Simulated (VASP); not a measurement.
Input of a VASP 6.6.1 run:

File INCAR:

```
SYSTEM = Mg3CdTe4
ALGO = Normal
EDIFF = 1E-6
EDIFFG = -0.01
ENCUT = 600
GGA = PE
IBRION = 2
ISIF = 4
ISMEAR = 0
LASPH = .TRUE.
LCHARG = .FALSE.
LREAL = .FALSE.
LWAVE = .FALSE.
NELM = 100
NSW = 50
PREC = Accurate
SIGMA = 0.02
```

File KPOINTS:

```
k-points
0
G
  6 6 2
  0 0 0
```

The input POSCAR:

```
Mg3CdTe4
1.0
    4.7777764005      0.0000000000      0.0000000000
    0.0000000000      4.7777764005      0.0000000000
    0.0000000000      0.0000000000     13.4596787694
Mg Cd Te
3 1 4
Direct
    0.5000000000      0.5000000000      0.2520354508
    0.0000000000      0.0000000000      0.5000000000
    0.5000000000      0.5000000000      0.7479645492
    0.0000000000      0.0000000000      0.0000000000
    0.5000000000      0.0000000000      0.3760075177
    0.0000000000      0.5000000000      0.6239924823
    0.5000000000      0.0000000000      0.8711939551
    0.0000000000      0.5000000000      0.1288060449
```

Potentials or basis: VASP PAW PBE potentials, release 64 (Mg, Cd, Te).

Run with:

```console
$ cat potpaw_PBE.64/Mg/POTCAR potpaw_PBE.64/Cd/POTCAR potpaw_PBE.64/Te/POTCAR > POTCAR
$ mpirun -np 1 vasp_std > vasp.out
```

(1) Predict the band gap on the k mesh.

Answers

(1) 1.42 eV.

Caveat: the relaxation stopped at its first step, so nothing moved; spin-orbit coupling is left out, which moves the levels of the heavy elements.
